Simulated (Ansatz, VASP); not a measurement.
**Cl: VASP beside Ansatz**

```
Cl
1.0
     3.92003    0.00000    0.00000
    -1.96001    3.39484    0.00000
     0.00000    0.00000    2.31013
Cl
1
Cartesian
  0.0000 0.0000 0.0000
```

Alike in both runs: task single point; functional PBE; k mesh 14 × 14 × 13; occupations fermi-dirac, width 0.1 eV; no spin polarisation.

|  | VASP | Ansatz |
| --- | --- | --- |
| version | VASP 6.6.1 | Ansatz 0.2.0 |
| potentials or method | VASP PAW PBE potentials, release 64 (Cl), cutoff 520 eV | all-electron LAPW, scalar-relativistic |

```tsv
	VASP	Ansatz	Ansatz less VASP
pressure (GPa)	-0.1	0.0	+0.13
traceless stress, the component that is largest in VASP (GPa)	-0.12	0.02	+0.142
```

Ansatz ran all-electron here, and VASP with PAW potentials.
